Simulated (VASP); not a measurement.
# SnTe (I4/mmm) in VASP: a series of runs

SnTe is run at these levels: PBE; tasks: single point.

Everything below comes from runs of VASP 6.6.1. Logs are shortened: lines on timing, memory, paths and dates and some standing lists are left out, and cuts for length are marked.

**1. The cell of the first run**

The structure is tetragonal, space group I4/mmm (No. 139). Conventional cell: a = 4.352 Å, b = 4.352 Å, c = 6.313 Å, α = 90.00°, β = 90.00°, γ = 90.00°. Sn (site symmetry 4/mmm) has 6 Te at 3.08 to 3.16 Å within 4.1 Å. Te (site symmetry 4/mmm) has 6 Sn at 3.08 to 3.16 Å within 4.1 Å.

**2. Single point, PBE (strain -0.025 along x and y, +0.000 along z)**

The input, INCAR:

```
PREC = Accurate
ENCUT = 520
EDIFF = 1E-7
ISMEAR = 0
SIGMA = 0.03
LREAL = False
LASPH = True
NELM = 80
ALGO = Normal
ISIF = 2
LWAVE = False
LCHARG = True
GGA = PE
LELF = True
LVHAR = True
NBANDS = 17
```

The input, KPOINTS:

```
regular mesh
0
Gamma
  10 10 10
```

The input, POSCAR:

```
SnTe
1.0
    0.0000000000      3.0775875000      3.1565000000
    3.0775875000      0.0000000000      3.1565000000
    3.0775875000      3.0775875000      0.0000000000
Sn Te
1 1
Direct
    0.0000000000      0.0000000000      0.0000000000
    0.5000000000      0.5000000000      0.5000000000
```

Potentials or basis: VASP PAW PBE potentials, release 64 (Sn_d, Te).

Launch:

```console
$ cat potpaw_PBE.64/Sn_d/POTCAR potpaw_PBE.64/Te/POTCAR > POTCAR
$ mpirun -np 1 vasp_std > vasp.out
```

OUTCAR:

```text
PREC = Accurate
   ENCUT = 520
   EDIFF = 1E-7
   ISMEAR = 0
   LREAL = False
   LASPH = True
   NELM = 80
   ISIF = 2
   GGA = PE

 ion  position               nearest neighbor table
   1  0.000  0.000  0.000-   2 3.08   2 3.08   2 3.08   2 3.08   2 3.16   2 3.16
   2  0.500  0.500  0.500-   1 3.08   1 3.08   1 3.08   1 3.08   1 3.16   1 3.16

  LATTYP: Found a body centered tetragonal cell.
 ALAT       =     4.3523659819
 C/A-ratio  =     1.4504754486

  Lattice vectors:

 A1 = (  -3.0775875000,   0.0000000000,   3.1565000000)
 A2 = (   3.0775875000,   0.0000000000,   3.1565000000)
 A3 = (   0.0000000000,   3.0775875000,  -3.1565000000)

Analysis of symmetry for initial positions (statically):
=====================================================================
 Subroutine PRICEL returns:
 Original cell was already a primitive cell.

 Routine SETGRP: Setting up the symmetry group for a
 body centered tetragonal supercell.

 Subroutine GETGRP returns: Found 16 space group operations
 (whereof 16 operations were pure point group operations)
 out of a pool of 16 trial point group operations.

The static configuration has the point symmetry D_4h.

Analysis of symmetry for dynamics (positions and initial velocities):
=====================================================================
 Subroutine PRICEL returns:
 Original cell was already a primitive cell.

 Routine SETGRP: Setting up the symmetry group for a
 body centered tetragonal supercell.

 Subroutine GETGRP returns: Found 16 space group operations
 (whereof 16 operations were pure point group operations)
 out of a pool of 16 trial point group operations.

The dynamic configuration has the point symmetry D_4h.

 Subroutine INISYM returns: Found 16 space group operations
 (whereof 16 operations are pure point group operations),
 and found     1 'primitive' translations

----------------------------------------------------------------------------------------

                                     Primitive cell

  volume of cell :      59.7939

  direct lattice vectors                    reciprocal lattice vectors
     0.000000000  3.077587500  3.156500000    -0.162464918  0.162464918  0.158403295
     3.077587500  0.000000000  3.156500000     0.162464918 -0.162464918  0.158403295
     3.077587500  3.077587500  0.000000000     0.162464918  0.162464918 -0.158403295

  length of vectors
[... 76 lines left out ...]
   ISPIN  =      1    spin polarized calculation?
   LNONCOLLINEAR =      F non collinear calculations
   LSORBIT =      F    spin-orbit coupling
   LASPH  =      T    aspherical Exc in radial PAW
   ENCUT  =  520.0 eV  38.22 Ry    6.18 a.u.   8.20  8.20  8.09*2*pi/ulx,y,z
   NELM   =     80;   NELMIN=  2; NELMDL= -5     # of ELM steps
   EDIFF  = 0.1E-06   stopping-criterion for ELM
   LREAL  =      F    real-space projection
   EDIFFG = 0.1E-05   stopping-criterion for IOM
   NSW    =      0    number of steps for IOM
   IBRION =     -1    ionic relax: 0-MD 1-quasi-New 2-CG
   NFREE  =      0    steps in history (QN), initial steepest desc. (CG)
   ISIF   =      2    stress and relaxation
   ISYM   =      2    0-nonsym 1-usesym 2-fastsym
   POTIM  = 0.5000    time-step for ionic-motion
   TEBEG  =    0.0;   TEEND  =   0.0 temperature during run
   PSTRESS=    0.0 pullay stress
   NELECT =      20.0000    total number of electrons
   NUPDOWN=      -1.0000    fix difference up-down
   EMIN   =  10.00;   EMAX   =-10.00  energy-range for DOS
   EFERMI =   0.00;   METHOD = LEGACY
   ISMEAR =     0;   SIGMA  =   0.03  broadening in eV -4-tet -1-fermi 0-gaus
   EFERMI_NEDOS =   21; number of points for ismear=-14 and -15
   IALGO  =     38    algorithm
   IMIX   =      4    mixing-type and parameters
     AMIX     =   0.40;   BMIX     =  1.00
     AMIX_MAG =   1.60;   BMIX_MAG =  1.00
  volume/ion in A,a.u.               =      29.90       201.75
  Fermi-wavevector in a.u.,A,eV,Ry     =   1.136404  2.147492 17.570745  1.291413
  Thomas-Fermi vector in A             =   2.273109
   LORBIT       =      0    0 simple, 1 ext, 2 COOP (PROOUT), +10 PAW based schemes
   GGA     = PE    functional components
   LHFCALC =     F    Hartree Fock is set to
   AEXX    =    0.0000 exact exchange contribution
   IVDW    =     0    specifies the selected vdW correction
   LEPSILON=     F    determine dielectric tensor
   LRPA    =     F    only Hartree local field effects (RPA)
 non-spin polarized calculation
 Gauss-broadening in eV      SIGMA  =   0.03
  energy-cutoff  :      520.00
  volume of cell :       59.79
 maximum number of plane-waves:      1628
 NGX is ok and might be reduce to    36
   NGX = 17   NGY = 17   NGZ = 17

 number of electron      20.0000001 magnetization

 Free energy of the ion-electron system (eV)
  ---------------------------------------------------
  ext. energy  EPLUGINS =         0.00000000
  ---------------------------------------------------
  free energy    TOTEN  =        -7.46941022 eV

  energy without entropy =       -7.46941022  energy(sigma->0) =       -7.46941022

 E-fermi :   7.6376     XC(G=0):  -9.6980

 val. band max:        7.4828148646   @ k =   0.5000   0.0000   0.0000
 cond. band min:       7.7721536037   @ k =   0.5000   0.0000   0.0000
 fundamental gap:      0.2893387391
 Fermi energy:         7.6376041813

 k-point     1 :       0.0000    0.0000    0.0000
  band No.  band energies     occupation
      1     -14.3920      2.00000
      2     -14.3846      2.00000
      3     -14.3814      2.00000
      4     -14.3814      2.00000
      5     -14.3757      2.00000
      6      -5.6158      2.00000
[... 457 lines left out ...]
      4     -14.3720      2.00000
      5     -14.3715      2.00000
      6      -4.3865      2.00000
[... 9 lines left out ...]
     16      16.8830      0.00000
     17      17.1318      0.00000

 [... further k-points ...]
[... 5 lines left out ...]
  --------------------------------------------------------------------------------------
  -------------------------------------------------------------------------------------
  Total        2.3098180      2.3098180      0.8411790      0.0000000      0.0000000      0.0000000
  in kB       61.8916041     61.8916041     22.5394034      0.0000000      0.0000000      0.0000000
  external PRESSURE =      48.7742038 kB  Pullay stress =       0.0000000 kB

 VOLUME and BASIS-vectors are now :
 -----------------------------------------------------------------------------
  energy-cutoff  :      520.00
  volume of cell :       59.79
      direct lattice vectors                 reciprocal lattice vectors
     0.000000000  3.077587500  3.156500000    -0.162464918  0.162464918  0.158403295
     3.077587500  0.000000000  3.156500000     0.162464918 -0.162464918  0.158403295
     3.077587500  3.077587500  0.000000000     0.162464918  0.162464918 -0.158403295

 POSITION                                       TOTAL-FORCE (eV/Angst)
 -----------------------------------------------------------------------------------
      0.00000      0.00000      0.00000         0.000000      0.000000     -0.000000
      3.07759      3.07759      3.15650        -0.000000     -0.000000      0.000000
 -----------------------------------------------------------------------------------
    total drift:                               -0.000000      0.000000      0.000000

  FREE ENERGIE OF THE ION-ELECTRON SYSTEM (eV)
  ---------------------------------------------------
  free  energy   TOTEN  =        -7.4694102225 eV

  energy  without entropy=       -7.4694102225  energy(sigma->0) =       -7.46941022
```

stdout:

```text
POSCAR found type information on POSCAR SnTe
 POSCAR found :  2 types and       2 ions
 scaLAPACK will be used
 LDA part: xc-table for (Slater+PW92), standard interpolation
 POSCAR, INCAR and KPOINTS ok, starting setup
 FFT: planning ... GRIDC
 FFT: planning ... GRID_SOFT
 FFT: planning ... GRID
 WAVECAR not read
 entering main loop
```

It took 57 s on 1 thread of Intel Xeon 6975P-C (Granite Rapids), shared host; peak memory 0.27 GiB.

Results:

| Item | Value |
| --- | --- |
| Free energy | -7.4694 eV |
| Pressure | 4.9 GPa |
| Band gap on the k mesh | 0.29 eV, direct |

Stress tensor (GPa, compression positive):
```
6.19 0.00 0.00
0.00 6.19 0.00
0.00 0.00 2.25
```

Caveat: the cell differs from its parent crystal (strain -0.025 along x and y, +0.000 along z); spin-orbit coupling is left out, which moves the levels of the heavy elements. A k mesh can miss the band edges.

**3. Single point, PBE (strain +0.000 along x and y, -0.025 along z)**

The input, INCAR:

```
SYSTEM = SnTe
  PREC = Accurate
  ENCUT = 520
  EDIFF = 1E-6
  ISMEAR = 0
  SIGMA = 0.03
  LREAL = .FALSE.
  LASPH = .TRUE.
  NELM = 100
  ALGO = Normal
  ISIF = 2
  LWAVE = .FALSE.
  LCHARG = .FALSE.
  GGA = PE
  NBANDS = 17
```

The input, KPOINTS:

```
regular mesh
0
G
  10 10 10
  0 0 0
```

The input, POSCAR:

```
SnTe
1.0
    0.0000000000      3.1565000000      3.0775875000
    3.1565000000      0.0000000000      3.0775875000
    3.1565000000      3.1565000000      0.0000000000
Sn Te
1 1
Direct
    0.0000000000      0.0000000000      0.0000000000
    0.5000000000      0.5000000000      0.5000000000
```

Potentials or basis: VASP PAW PBE potentials, release 64 (Sn_d, Te).

Launch:

```console
$ cat potpaw_PBE.64/Sn_d/POTCAR potpaw_PBE.64/Te/POTCAR > POTCAR
$ mpirun -np 1 vasp_std > vasp.out
```

OUTCAR:

```text
SYSTEM = SnTe
   PREC = Accurate
   ENCUT = 520
   EDIFF = 1E-6
   ISMEAR = 0
   LREAL = .FALSE.
   LASPH = .TRUE.
   NELM = 100
   ISIF = 2
   GGA = PE

 ion  position               nearest neighbor table
   1  0.000  0.000  0.000-   2 3.08   2 3.08   2 3.16   2 3.16   2 3.16   2 3.16
   2  0.500  0.500  0.500-   1 3.08   1 3.08   1 3.16   1 3.16   1 3.16   1 3.16

  LATTYP: Found a body centered tetragonal cell.
 ALAT       =     4.4639651096
 C/A-ratio  =     1.3788582233

  Lattice vectors:

 A1 = (   0.0000000000,  -3.1565000000,  -3.0775875000)
 A2 = (   0.0000000000,   3.1565000000,  -3.0775875000)
 A3 = (   3.1565000000,   0.0000000000,   3.0775875000)

Analysis of symmetry for initial positions (statically):
=====================================================================
 Subroutine PRICEL returns:
 Original cell was already a primitive cell.

 Routine SETGRP: Setting up the symmetry group for a
 body centered tetragonal supercell.

 Subroutine GETGRP returns: Found 16 space group operations
 (whereof 16 operations were pure point group operations)
 out of a pool of 16 trial point group operations.

The static configuration has the point symmetry D_4h.

Analysis of symmetry for dynamics (positions and initial velocities):
=====================================================================
 Subroutine PRICEL returns:
 Original cell was already a primitive cell.

 Routine SETGRP: Setting up the symmetry group for a
 body centered tetragonal supercell.

 Subroutine GETGRP returns: Found 16 space group operations
 (whereof 16 operations were pure point group operations)
 out of a pool of 16 trial point group operations.

The dynamic configuration has the point symmetry D_4h.

 Subroutine INISYM returns: Found 16 space group operations
 (whereof 16 operations are pure point group operations),
 and found     1 'primitive' translations

----------------------------------------------------------------------------------------

[... 107 lines left out ...]
   ISMEAR =     0;   SIGMA  =   0.03  broadening in eV -4-tet -1-fermi 0-gaus
   EFERMI_NEDOS =   21; number of points for ismear=-14 and -15
   IALGO  =     38    algorithm
   IMIX   =      4    mixing-type and parameters
     AMIX     =   0.40;   BMIX     =  1.00
     AMIX_MAG =   1.60;   BMIX_MAG =  1.00
  volume/ion in A,a.u.               =      30.66       206.93
  Fermi-wavevector in a.u.,A,eV,Ry     =   1.126854  2.129445 17.276665  1.269799
  Thomas-Fermi vector in A             =   2.263537
   LORBIT       =      0    0 simple, 1 ext, 2 COOP (PROOUT), +10 PAW based schemes
   GGA     = PE    functional components
   LHFCALC =     F    Hartree Fock is set to
   AEXX    =    0.0000 exact exchange contribution
   IVDW    =     0    specifies the selected vdW correction
   LEPSILON=     F    determine dielectric tensor
   LRPA    =     F    only Hartree local field effects (RPA)
 non-spin polarized calculation
 Gauss-broadening in eV      SIGMA  =   0.03
  energy-cutoff  :      520.00
  volume of cell :       61.33
 maximum number of plane-waves:      1671
 NGX is ok and might be reduce to    36
   NGX = 17   NGY = 17   NGZ = 17

 number of electron      19.9999995 magnetization

 Free energy of the ion-electron system (eV)
  ---------------------------------------------------
  ext. energy  EPLUGINS =         0.00000000
  ---------------------------------------------------
  free energy    TOTEN  =        -7.50842249 eV

  energy without entropy =       -7.50842248  energy(sigma->0) =       -7.50842249

 E-fermi :   7.2831     XC(G=0):  -9.5832

 val. band max:        7.1838460308   @ k =   0.5000  -0.0000   0.0000
 cond. band min:       7.3823337834   @ k =   0.5000  -0.0000   0.0000
 fundamental gap:      0.1984877527
 Fermi energy:         7.2831058999

 k-point     1 :       0.0000    0.0000    0.0000
  band No.  band energies     occupation
      1     -14.7050      2.00000
      2     -14.6983      2.00000
      3     -14.6973      2.00000
      4     -14.6917      2.00000
      5     -14.6917      2.00000
      6      -5.7475      2.00000
[... 457 lines left out ...]
      4     -14.6823      2.00000
      5     -14.6820      2.00000
      6      -4.4449      2.00000
[... 9 lines left out ...]
     16      16.3800      0.00000
     17      17.0543      0.00000

 [... further k-points ...]
[... 5 lines left out ...]
  --------------------------------------------------------------------------------------
  -------------------------------------------------------------------------------------
  Total        0.7905272      0.7905272      2.2889841      0.0000000     -0.0000000      0.0000000
  in kB       20.6526309     20.6526309     59.8000259      0.0000000     -0.0000000      0.0000000
  external PRESSURE =      33.7017626 kB  Pullay stress =       0.0000000 kB

 VOLUME and BASIS-vectors are now :
 -----------------------------------------------------------------------------
  energy-cutoff  :      520.00
  volume of cell :       61.33
      direct lattice vectors                 reciprocal lattice vectors
     0.000000000  3.156500000  3.077587500    -0.158403295  0.158403295  0.162464918
     3.156500000  0.000000000  3.077587500     0.158403295 -0.158403295  0.162464918
     3.156500000  3.156500000  0.000000000     0.158403295  0.158403295 -0.162464918

 POSITION                                       TOTAL-FORCE (eV/Angst)
 -----------------------------------------------------------------------------------
      0.00000      0.00000      0.00000         0.000000      0.000000      0.000000
      3.15650      3.15650      3.07759         0.000000      0.000000     -0.000000
 -----------------------------------------------------------------------------------
    total drift:                               -0.000000      0.000000      0.000000

  FREE ENERGIE OF THE ION-ELECTRON SYSTEM (eV)
  ---------------------------------------------------
  free  energy   TOTEN  =        -7.5084224865 eV

  energy  without entropy=       -7.5084224841  energy(sigma->0) =       -7.50842249
```

OSZICAR:

```text
N       E                     dE             d eps       ncg     rms          rms(c)
DAV:   1     0.125039335093E+03    0.12504E+03   -0.95572E+03  3521   0.135E+03
DAV:   2     0.377340492541E+01   -0.12127E+03   -0.11777E+03  3687   0.328E+02
DAV:   3    -0.723287665720E+01   -0.11006E+02   -0.10891E+02  4355   0.881E+01
DAV:   4    -0.754153194713E+01   -0.30866E+00   -0.30844E+00  4195   0.155E+01
DAV:   5    -0.755341999986E+01   -0.11888E-01   -0.11888E-01  4941   0.293E+00    0.492E+00
DAV:   6    -0.750687510780E+01    0.46545E-01   -0.10535E-01  4622   0.221E+00    0.307E+00
DAV:   7    -0.750830230534E+01   -0.14272E-02   -0.49657E-02  4241   0.112E+00    0.732E-01
DAV:   8    -0.750830101594E+01    0.12894E-05   -0.72463E-03  4476   0.680E-01    0.183E-01
DAV:   9    -0.750842922276E+01   -0.12821E-03   -0.58406E-04  4699   0.244E-01    0.355E-02
DAV:  10    -0.750841800340E+01    0.11219E-04   -0.10205E-04  4604   0.904E-02    0.153E-02
DAV:  11    -0.750842278503E+01   -0.47816E-05   -0.37756E-05  4313   0.514E-02    0.237E-02
DAV:  12    -0.750842248645E+01    0.29858E-06   -0.26584E-06  4137   0.138E-02
   1 F= -.75084225E+01 E0= -.75084225E+01  d E =-.239245E-08
```

Run time: 41 s. Hardware: 1 thread of Intel Xeon 6975P-C (Granite Rapids), shared host; peak memory 0.28 GiB.

Results:

```yaml
Free_energy: -7.5084 eV
Pressure: 3.4 GPa
Band_gap_on_the_k_mesh: 0.20 eV, direct
```

Caveat: the cell differs from its parent crystal (strain +0.000 along x and y, -0.025 along z); spin-orbit coupling is left out, which moves the levels of the heavy elements.
